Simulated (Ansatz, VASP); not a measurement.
**One calculation of Bi, two programs**

```xyz
1
Lattice="-1.9488 1.9488 2.1000 1.9488 -1.9488 2.1000 1.9488 1.9488 -2.1000" Properties=species:S:1:pos:R:3 pbc="T T T"
Bi    0.0000    0.0000    0.0000
```

Alike in both runs: task single point; functional PBEsol; dispersion D3(BJ); k mesh 18 × 18 × 18; occupations gaussian, width 0.15 eV; no spin polarisation.

```csv
,VASP,Ansatz
version,VASP 6.6.1,Ansatz 0.2.0
potentials or method,"VASP PAW PBE potentials, release 64 (Bi_d), cutoff 520 eV","scalar-relativistic, plane waves, PAW"
valence electrons in the cell,15,15
```

```csv
,VASP,Ansatz,Ansatz less VASP
gap on the k mesh at the Fermi level (eV),none,none,-
pressure (GPa),-5.9,-5.8,+0.06
"traceless stress, the component that is largest in VASP (GPa)",-0.51,-0.52,-0.004
```

VASP's potentials were made for PBE, not for PBEsol. A gap of «none» marks a metal or a gap that the smearing closes.

Neither program's run includes spin-orbit coupling.
